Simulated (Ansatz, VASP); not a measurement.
One calculation of BaS, two programs

The input INCAR:

```
PREC     = Accurate       # precision mode
ENCUT    = 520            # plane-wave cutoff, eV
EDIFF    = 1E-6           # SCF threshold, eV
ISMEAR   = -1             # smearing method
SIGMA    = 0.02           # smearing width, eV
LREAL    = False          # projectors in reciprocal space
LASPH    = True           # aspherical terms in the spheres
NELM     = 100            # most SCF steps
ALGO     = Normal         # electronic algorithm
ISIF     = 2              # what is computed and relaxed
LWAVE    = False          # write WAVECAR
LCHARG   = False          # write CHGCAR
GGA      = PS             # functional
NBANDS   = 15             # bands
```

File KPOINTS:

```
Automatic mesh
0
Gamma
  8 8 8
```

File POSCAR:

```
BaS
1.0
    0.0638750000      3.2256875000      3.2256875000
    3.2256875000      0.0638750000      3.2256875000
    3.2256875000      3.2256875000      0.0638750000
Ba S
1 1
Direct
    0.0000000000      0.0000000000      0.0000000000
    0.5000000000      0.5000000000      0.5000000000
```

Input for Ansatz:

```yaml
crystal:
  lattice:
    - [0.063875, 3.2256875, 3.2256875]
    - [3.2256875, 0.063875, 3.2256875]
    - [3.2256875, 3.2256875, 0.063875]
  atoms:
    - { symbol: Ba, position: [0.0, 0.0, 0.0] }
    - { symbol: S, position: [0.5, 0.5, 0.5] }
kpoints:
  mp_grid: { grid: [8, 8, 8] }
  band_path:
    path:
      - [0.0, 0.0, 0.0]
      - [0.5, 0.5, 0.5]
      - [0.2451701269, 0.5, 0.7548298731]
      - [-0.2451701269, 0.2451701269, 0.5]
      - [0.0, 0.0, 0.5]
      - [0.0, 0.0, 0.0]
      - [-0.3725850634, 0.0, 0.3725850634]
      - [0.0, 0.3725850634, 0.6274149366]
      - [0.0, 0.5, 0.5]
    npoints: 5
scf:
  occupations: { method: fermi_dirac, width: 0.02 }
hamiltonian:
  xc: pbesol
  pseudopotentials: { kind: all_electron, lapw: { basis_error: 0.00025 } }
output:
  forces: true
  stress: true
  eigenvalues: true
```

Change from the starting cell: equal xy, yz and zx shear strains of +2 %.

Alike in both runs: task single point; functional PBEsol; k mesh 8 × 8 × 8; occupations fermi-dirac, width 0.02 eV; no spin polarisation.

|  | VASP | Ansatz |
| --- | --- | --- |
| version | VASP 6.6.1 | Ansatz 0.2.0 |
| potentials or method | VASP PAW PBE potentials, release 64 (Ba_sv, S), cutoff 520 eV | all-electron LAPW, scalar-relativistic |

Ansatz gave:

| Item | Value |
| --- | --- |
| gap on the k mesh at the Fermi level (eV) | 2.05 |
| pressure (GPa) | -1.2 |
| traceless stress, the component that is largest in VASP (GPa) | -0.40 |

**Question.** What did VASP give for the same quantities?

**Answer.** gap on the k mesh at the Fermi level (eV): 1.95; pressure (GPa): -0.5; traceless stress, the component that is largest in VASP (GPa): -0.40.

VASP's potentials were made for PBE, not for PBEsol. Ansatz ran all-electron here, and VASP with PAW potentials.

Neither program's run includes spin-orbit coupling.
